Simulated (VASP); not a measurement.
Input of a VASP 6.6.1 run:

Contents of POSCAR:

```
MgO
1.0
    0.0000000000      2.2047538254      2.2047538254
    2.2047538254      0.0000000000      2.2047538254
    2.2047538254      2.2047538254      0.0000000000
Mg O
1 1
Direct
    0.0000000000      0.0000000000      0.0000000000
    0.5000000000      0.5000000000      0.5000000000
```

Contents of INCAR.step1:

```
SYSTEM = MgO
  ALGO = Normal
  EDIFF = 1E-5
  ENCUT = 520
  GGA = PE
  ISIF = 2
  ISMEAR = 0
  LASPH = .TRUE.
  LREAL = .FALSE.
  LWAVE = .TRUE.
  NBANDS = 11
  NELM = 60
  PREC = Accurate
  SIGMA = 0.01
```

Contents of INCAR.step2:

```
SYSTEM = MgO
  ALGO = Normal
  EDIFF = 1E-6
  ENCUT = 520
  GGA = PE
  HFSCREEN = 0.2079
  ISIF = 2
  ISMEAR = 0
  ISTART = 1
  LASPH = .TRUE.
  LCHARG = .TRUE.
  LELF = .TRUE.
  LHFCALC = .TRUE.
  LREAL = .FALSE.
  LVHAR = .TRUE.
  LWAVE = .FALSE.
  NBANDS = 11
  NELM = 60
  PREC = Accurate
  PRECFOCK = Normal
  SIGMA = 0.01
```

The input KPOINTS:

```
k-points
0
G
  8 8 8
  0 0 0
```

Potentials or basis: VASP PAW PBE potentials, release 64 (Mg, O).

Command:

```console
$ cat potpaw_PBE.64/Mg/POTCAR potpaw_PBE.64/O/POTCAR > POTCAR
$ cp INCAR.step1 INCAR
$ mpirun -np 1 vasp_std > vasp.out
$ cp INCAR.step2 INCAR
$ mpirun -np 1 vasp_std > vasp.out
```

(1) What does it give for the band gap on the k mesh?

(2) What does it give for the pressure?

## Answers

(1) 5.09 eV.

(2) -18.5 GPa.

Caveat: the cell differs from its parent crystal (strain +4.9%); the cell stands under tension; the PAW data sets were made with another functional, which shifts forces and pressure a little.
